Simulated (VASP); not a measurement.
# ZrAl23N24 (a cell with a defect) in VASP: single point with PBE

Aim: the single point of ZrAl23N24 (a cell with a defect) with PBE.

All numbers are computed with VASP 6.6.1; they aren't measurements. Logs are shortened: lines on timing, memory, paths and dates and some standing lists are left out, and cuts for length are marked.

## Step 1: The cell of the first run

The cell holds a defect, 48 atoms: a = 9.339 Å, b = 6.226 Å, c = 9.962 Å, α = 90.00°, β = 90.00°, γ = 120.00°.

## Step 2: Single point, PBE

Contents of INCAR:

```
  ALGO = Normal
  EDIFF = 1E-7
  ENCUT = 520
  GGA = PE
  ISIF = 2
  ISMEAR = -1
  LASPH = True
  LCHARG = True
  LELF = True
  LREAL = Auto
  LVHAR = True
  LWAVE = False
  NBANDS = 130
  NELECT = 200.0
  NELM = 100
  PREC = Accurate
  SIGMA = 0.01
```

Contents of KPOINTS:

```
k-points
0
Gamma
  3 4 2
```

Contents of POSCAR:

```
ZrAl23N24
1.0
    9.3390000000      0.0000000000      0.0000000000
   -3.1130000000      5.3918741640      0.0000000000
    0.0000000000      0.0000000000      9.9620000000
Zr Al N
1 23 24
Direct
    0.1097176750      0.3325607633     -0.0063971020
    0.1109153435      0.3332775944      0.5019038110
    0.1114584872      0.8336106005      0.0010842277
    0.1093507122      0.8319355456      0.4995001707
    0.4486722988      0.3325608508      0.0005611305
    0.4462394017      0.3345185800      0.4991777605
    0.4514015936      0.8426829880     -0.0000638018
    0.4468442294      0.8352959137      0.4994909649
    0.7739314669      0.3350339837      0.0004400627
    0.7770132130      0.3348193607      0.4992769681
    0.7708583006      0.8233327827     -0.0000512965
    0.7765555529      0.8302330863      0.4995928155
    0.2245220653      0.1649085860      0.2553711414
    0.2251315085      0.1634381694      0.7428290185
    0.2249360248      0.6721601272      0.2551920289
    0.2257371373      0.6748890101      0.7429995530
    0.5559774022      0.1670738723      0.2501469376
    0.5565611071      0.1683859713      0.7485712266
    0.5551899853      0.6662946272      0.2499434754
    0.5547997511      0.6652358617      0.7488062035
    0.8846487469      0.1631051490      0.2552128670
    0.8822522867      0.1615292729      0.7429041368
    0.8886571829      0.6667060753      0.2499289513
    0.8885822047      0.6664243556      0.7488634384
    0.1109077444      0.3331668596      0.2008290184
    0.1106572868      0.3331997907      0.6974141184
    0.1120949681      0.8340235690      0.1912487240
    0.1092083296      0.8318203982      0.6888450981
    0.4437468856      0.3325846514      0.1907295081
    0.4460078072      0.3341009691      0.6890504605
    0.4442071263      0.8333807597      0.1903083347
    0.4472283949      0.8358994847      0.6896456839
    0.7786347018      0.3333590868      0.1905451573
    0.7772661681      0.3356112603      0.6892000492
    0.7778608060      0.8338251132      0.1901611102
    0.7762249129      0.8293395303      0.6898288903
    0.2224141972      0.1666820427      0.4443792975
    0.2311587605      0.1563410329      0.9344615525
    0.2228636728      0.6672797230      0.4444129204
    0.2325633568      0.6917804551      0.9346374965
    0.5558139587      0.1669493403      0.4396414775
    0.5577163255      0.1705416838      0.9395467129
    0.5554851007      0.6665231682      0.4396846633
    0.5513650503      0.6616038179      0.9403441551
    0.8882965083      0.1659483466      0.4446038089
    0.8690772399      0.1509846892      0.9344823979
    0.8887473029      0.6667236847      0.4395096046
    0.8904997170      0.6683174147      0.9412050700
```

Potentials or basis: VASP PAW PBE potentials, release 64 (Zr_sv, Al, N).

Started as:

```sh
$ cat potpaw_PBE.64/Zr_sv/POTCAR potpaw_PBE.64/Al/POTCAR potpaw_PBE.64/N/POTCAR > POTCAR
$ mpirun -np 1 vasp_std > vasp.out
```

OUTCAR:

```text
EDIFF = 1E-7
   ENCUT = 520
   GGA = PE
   ISIF = 2
   ISMEAR = -1
   LASPH = True
   LREAL = Auto
   NELECT = 200.0
   NELM = 100
   PREC = Accurate

 ion  position               nearest neighbor table
   1  0.110  0.333  0.994-  38 2.02  40 2.02  46 2.03  25 2.06  22 3.10  16 3.10  14 3.11   3 3.11
                             3 3.12   9 3.14   5 3.17  11 3.17  21 3.18   7 3.18  15 3.18  13 3.19
   2  0.111  0.333  0.502-  45 1.89  37 1.89  39 1.89  26 1.95  14 3.02  16 3.03  22 3.03  13 3.06
                            15 3.06  21 3.06   4 3.11   4 3.11  10 3.12  12 3.13   6 3.13   8 3.13
   3  0.111  0.834  0.001-  38 1.87  40 1.87  48 1.88  27 1.89  23 3.06  24 3.09  15 3.10  13 3.10
                             1 3.11   1 3.12  16 3.13  14 3.13   5 3.13   9 3.13   7 3.15  11 3.15
   4  0.109  0.832  0.500-  47 1.88  28 1.89  37 1.89  39 1.89  14 3.01  16 3.01  13 3.02  15 3.03
                            24 3.06  23 3.06  10 3.10  12 3.10   2 3.11   2 3.11   6 3.14   8 3.14
   5  0.449  0.333  0.001-  42 1.86  44 1.87  38 1.88  29 1.90   9 3.03  11 3.03  17 3.05   7 3.06
                            18 3.06  19 3.07  20 3.08  13 3.12   3 3.13  14 3.14   7 3.16   1 3.17
   6  0.446  0.335  0.499-  41 1.89  43 1.89  37 1.89  30 1.89  14 3.02  13 3.02  17 3.06  20 3.06
                            19 3.06  18 3.06  12 3.09  10 3.09   8 3.11   8 3.12   2 3.13   4 3.14
   7  0.451  0.843  1.000-  42 1.87  44 1.88  40 1.89  31 1.90   9 3.04  17 3.05  11 3.05  18 3.06
                             5 3.06  19 3.07  20 3.08  15 3.13  16 3.14   3 3.15   5 3.16   1 3.18
   8  0.447  0.835  0.499-  41 1.89  43 1.89  39 1.89  32 1.89  16 3.01  15 3.02  17 3.06  20 3.06
                            19 3.06  18 3.06  12 3.10  10 3.10   6 3.11   6 3.12   2 3.13   4 3.14
   9  0.774  0.335  0.000-  42 1.85  46 1.88  48 1.89  33 1.89   5 3.03   7 3.04  17 3.05  11 3.05
[... 53 lines left out ...]
  47  0.889  0.667  0.440-   4 1.88  10 1.89  12 1.89  23 1.89
  48  0.890  0.668  0.941-   3 1.88   9 1.89  11 1.90  24 1.92

  Warning from LATTYP: Monoclinic adjustment (A1->A3, A2->A1, A3->A2)!
  Warning from LATTYP: Got some problem with cell dimensions!
  Tried to take original basis but could not verify dimensions!
  LATTYP: Found a simple monoclinic cell.
 ALAT       =     6.2260000000
 B/A-ratio  =     1.6000642467
 C/A-ratio  =     1.3228756555
 COS(beta)  =    -0.1889822365

  Lattice vectors:

 A1 = (  -3.1130000000,   5.3918741640,   0.0000000000)
 A2 = (   0.0000000000,   0.0000000000,  -9.9620000000)
 A3 = (  -6.2260000000,  -5.3918741640,   0.0000000000)

Analysis of symmetry for initial positions (statically):
=====================================================================
 Subroutine PRICEL returns:
 Original cell was already a primitive cell.

 Routine SETGRP: Setting up the symmetry group for a
 simple monoclinic supercell.

 Subroutine GETGRP returns: Found  1 space group operations
 (whereof  1 operations were pure point group operations)
 out of a pool of  4 trial point group operations.

The static configuration has the point symmetry C_1 .

Analysis of symmetry for dynamics (positions and initial velocities):
=====================================================================
 Subroutine PRICEL returns:
 Original cell was already a primitive cell.

 Routine SETGRP: Setting up the symmetry group for a
 simple monoclinic supercell.

 Subroutine GETGRP returns: Found  1 space group operations
 (whereof  1 operations were pure point group operations)
 out of a pool of  4 trial point group operations.

The dynamic configuration has the point symmetry C_1 .

 Subroutine INISYM returns: Found  1 space group operations
 (whereof  1 operations are pure point group operations),
 and found     1 'primitive' translations

----------------------------------------------------------------------------------------

                                     Primitive cell

  volume of cell :     501.6336

  direct lattice vectors                    reciprocal lattice vectors
     9.339000000  0.000000000  0.000000000     0.107077846  0.061821423  0.000000000
    -3.113000000  5.391874164  0.000000000     0.000000000  0.185464269  0.000000000
     0.000000000  0.000000000  9.962000000     0.000000000  0.000000000  0.100381450

  length of vectors
     9.339000000  6.226000000  9.962000000     0.123642846  0.185464269  0.100381450

  position of ions in fractional coordinates (direct lattice)
     0.109717675  0.332560763  0.993602898
     0.110915343  0.333277594  0.501903811
     0.111458487  0.833610601  0.001084228
     0.109350712  0.831935546  0.499500171
     0.448672299  0.332560851  0.000561131
[... 108 lines left out ...]
     0.000000000  0.000000000  0.050190725     0.000000000  0.000000000  0.500000000

  Length of vectors
     0.041214282  0.046366067  0.050190725

  Shift w.r.t. Gamma in fractional coordinates (k-lattice)
     0.000000000  0.000000000  0.000000000

 Subroutine IBZKPT returns following result:
 ===========================================

 Found     14 irreducible k-points:

 Following reciprocal coordinates:
            Coordinates               Weight
  0.000000  0.000000  0.000000      1.000000
  0.333333  0.000000  0.000000      2.000000
  0.000000  0.250000  0.000000      2.000000
  0.333333  0.250000  0.000000      2.000000
 -0.333333  0.250000  0.000000      2.000000
  0.000000  0.500000  0.000000      1.000000
  0.333333  0.500000  0.000000      2.000000
  0.000000  0.000000  0.500000      1.000000
  0.333333  0.000000  0.500000      2.000000
  0.000000  0.250000  0.500000      2.000000
  0.333333  0.250000  0.500000      2.000000
 -0.333333  0.250000  0.500000      2.000000
  0.000000  0.500000  0.500000      1.000000
  0.333333  0.500000  0.500000      2.000000
   k-points           NKPTS =     14   k-points in BZ     NKDIM =     14   number of bands    NBANDS=    130
   number of dos      NEDOS =    301   number of ions     NIONS =     48
   total plane-waves  NPLWV = 268800
   dimension x,y,z NGX =    70 NGY =   48 NGZ =   80
   dimension x,y,z NGXF=   140 NGYF=   96 NGZF=  160
   ions per type =               1  23  24
   NGX,Y,Z   is equivalent  to a cutoff of  12.46, 12.82, 13.35 a.u.
   NGXF,Y,Z  is equivalent  to a cutoff of  24.92, 25.63, 26.70 a.u.
 SYSTEM =  unknown system
   PREC   = accura    normal or accurate (medium, high low for compatibility)
   ISTART =      0    job   : 0-new  1-cont  2-samecut
   ICHARG =      2    charge: 1-file 2-atom 10-const
   ISPIN  =      1    spin polarized calculation?
   LNONCOLLINEAR =      F non collinear calculations
   LSORBIT =      F    spin-orbit coupling
   LASPH  =      T    aspherical Exc in radial PAW
   ENCUT  =  520.0 eV  38.22 Ry    6.18 a.u.  17.36 11.58 18.52*2*pi/ulx,y,z
   NELM   =    100;   NELMIN=  2; NELMDL= -5     # of ELM steps
   EDIFF  = 0.1E-06   stopping-criterion for ELM
   LREAL  =      T    real-space projection
   EDIFFG = 0.1E-05   stopping-criterion for IOM
   NSW    =      0    number of steps for IOM
   IBRION =     -1    ionic relax: 0-MD 1-quasi-New 2-CG
   NFREE  =      0    steps in history (QN), initial steepest desc. (CG)
   ISIF   =      2    stress and relaxation
   ISYM   =      2    0-nonsym 1-usesym 2-fastsym
   POTIM  = 0.5000    time-step for ionic-motion
   TEBEG  =    0.0;   TEEND  =   0.0 temperature during run
   PSTRESS=    0.0 pullay stress
   NELECT =     200.0000    total number of electrons
   NUPDOWN=      -1.0000    fix difference up-down
   EMIN   =  10.00;   EMAX   =-10.00  energy-range for DOS
   EFERMI =   0.00;   METHOD = LEGACY
   ISMEAR =    -1;   SIGMA  =   0.01  broadening in eV -4-tet -1-fermi 0-gaus
   EFERMI_NEDOS =   21; number of points for ismear=-14 and -15
   IALGO  =     38    algorithm
   IMIX   =      4    mixing-type and parameters
     AMIX     =   0.40;   BMIX     =  1.00
     AMIX_MAG =   1.60;   BMIX_MAG =  1.00
  volume/ion in A,a.u.               =      10.45        70.52
  Fermi-wavevector in a.u.,A,eV,Ry     =   1.204914  2.276957 19.753170  1.451817
  Thomas-Fermi vector in A             =   2.340625
   LORBIT       =      0    0 simple, 1 ext, 2 COOP (PROOUT), +10 PAW based schemes
   GGA     = PE    functional components
   LHFCALC =     F    Hartree Fock is set to
   AEXX    =    0.0000 exact exchange contribution
   IVDW    =     0    specifies the selected vdW correction
   LEPSILON=     F    determine dielectric tensor
   LRPA    =     F    only Hartree local field effects (RPA)
 non-spin polarized calculation
  energy-cutoff  :      520.00
  volume of cell :      501.63
 maximum number of plane-waves:     13526
 NGX is ok and might be reduce to    70
   NGX = 35   NGY = 23   NGZ = 37

 number of electron     199.9999987 magnetization

 Free energy of the ion-electron system (eV)
  ---------------------------------------------------
  ext. energy  EPLUGINS =         0.00000000
  ---------------------------------------------------
  free energy    TOTEN  =      -369.43338943 eV

  energy without entropy =     -369.43338943  energy(sigma->0) =     -369.43338943

 E-fermi :   6.6264     XC(G=0): -10.9678

 val. band max:        6.2876226535   @ k =   0.0000   0.0000   0.0000
 cond. band min:      10.3678716220   @ k =   0.0000   0.2500   0.0000
 fundamental gap:      4.0802489686
 Fermi energy:         6.6264382269

 k-point     1 :       0.0000    0.0000    0.0000
  band No.  band energies     occupation
      1     -40.8042      2.00000
      2     -19.1922      2.00000
      3     -19.1581      2.00000
      4     -19.1185      2.00000
      5      -8.8020      2.00000
      6      -7.9384      2.00000
[... 1599 lines left out ...]
    111      12.7184      0.00000
    112      12.7312      0.00000
 [bands above 112 left out]

------------------------ aborting loop because EDIFF is reached ----------------------------------------

  FORCE on cell =-STRESS in cart. coord.  units (eV):
  Direction    XX          YY          ZZ          XY          YZ          ZX
  --------------------------------------------------------------------------------------
  -------------------------------------------------------------------------------------
  Total       13.0044344     13.0293722      8.7100309     -0.0548198      0.0375176      0.0918951
  in kB       41.5351125     41.6147617     27.8191347     -0.1750901      0.1198280      0.2935055
  external PRESSURE =      36.9896696 kB  Pullay stress =       0.0000000 kB

 VOLUME and BASIS-vectors are now :
 -----------------------------------------------------------------------------
  energy-cutoff  :      520.00
  volume of cell :      501.63
      direct lattice vectors                 reciprocal lattice vectors
     9.339000000  0.000000000  0.000000000     0.107077846  0.061821423  0.000000000
    -3.113000000  5.391874164  0.000000000     0.000000000  0.185464269  0.000000000
     0.000000000  0.000000000  9.962000000     0.000000000  0.000000000  0.100381450

 POSITION                                       TOTAL-FORCE (eV/Angst)
 -----------------------------------------------------------------------------------
     -0.01061      1.79313      9.89827        -0.002157      0.000044      0.010089
     -0.00165      1.79699      4.99997        -0.000023      0.001689      0.003077
     -1.55412      4.49472      0.01080         0.000766      0.003717      0.000514
     -1.56859      4.48569      4.97602        -0.001363      0.003760      0.000718
      3.15489      1.79313      0.00559        -0.000410     -0.001942     -0.002424
      3.12607      1.80368      4.97281         0.001086     -0.001185      0.001852
[... 40 lines left out ...]
      6.22450      3.59489      4.37839         0.000217      0.000498     -0.000131
      6.23590      3.60348      9.37628        -0.000423     -0.000389     -0.001582
 -----------------------------------------------------------------------------------
    total drift:                               -0.020604     -0.015804      0.024153

  FREE ENERGIE OF THE ION-ELECTRON SYSTEM (eV)
  ---------------------------------------------------
  free  energy   TOTEN  =      -369.4333894305 eV

  energy  without entropy=     -369.4333894305  energy(sigma->0) =     -369.43338943
```

Wall time 26 min (1 thread of AMD EPYC 9R45 (Zen 5), shared host); peak memory 0.89 GiB.

Results:

| Quantity | Value |
| --- | --- |
| Free energy | -369.4334 eV |
| Largest force | 0.035 eV/Å |

Forces on the atoms (eV/Å):
```
Zr  -0.002  0.000  0.010
Al   0.000  0.002  0.003
Al   0.001  0.004  0.001
Al  -0.001  0.004  0.001
Al   0.000 -0.002 -0.002
Al   0.001 -0.001  0.002
Al   0.000  0.001 -0.001
Al  -0.001 -0.003  0.001
Al   0.002 -0.004 -0.003
Al   0.001 -0.002  0.002
Al   0.000  0.000  0.000
Al  -0.002 -0.001  0.001
Al  -0.007 -0.001  0.000
Al  -0.004 -0.002  0.002
Al   0.001  0.003  0.003
Al   0.001 -0.001  0.005
Al   0.000 -0.001  0.001
Al  -0.003  0.000  0.004
Al  -0.001 -0.001  0.001
Al  -0.001  0.001  0.003
Al   0.002 -0.002 -0.003
Al  -0.002 -0.001  0.001
Al   0.002 -0.001  0.001
Al   0.002 -0.001  0.001
N    0.001  0.000  0.027
N    0.001  0.000 -0.009
N    0.000  0.000 -0.001
N    0.000  0.000  0.000
N    0.001  0.001 -0.002
N    0.000  0.001 -0.001
N    0.001  0.000 -0.001
N    0.001  0.000 -0.002
N    0.000  0.001 -0.001
N    0.000  0.001 -0.001
N    0.000  0.000  0.000
N    0.001  0.000 -0.001
N    0.002 -0.001 -0.001
N    0.030 -0.015 -0.010
N    0.000  0.002 -0.001
N    0.002  0.032 -0.010
N    0.001  0.001 -0.001
N    0.001  0.000 -0.002
N    0.001  0.001 -0.001
N    0.000  0.000 -0.002
N   -0.001  0.000 -0.002
N   -0.027 -0.015 -0.010
N    0.000  0.000  0.000
N    0.000  0.000 -0.002
```

Levels at points of the mesh, in eV from the Fermi level:
```csv
k point,band 98,band 99,band 100,band 101,band 102,band 103
"(0.00, 0.00, 0.00)",-0.52,-0.49,-0.34,3.82,3.91,4.00
"(0.00, 0.50, 0.00)",-0.73,-0.70,-0.64,3.79,4.01,4.36
"(0.00, 0.00, 0.50)",-0.68,-0.54,-0.54,3.82,3.95,4.18
"(0.00, 0.50, 0.50)",-0.83,-0.78,-0.65,3.85,4.09,4.32
```

Caveat: the cell carries a net charge on a neutralising background, which shifts energy and pressure; the cell is charged against a uniform background, so pressure and absolute levels hang on convention.
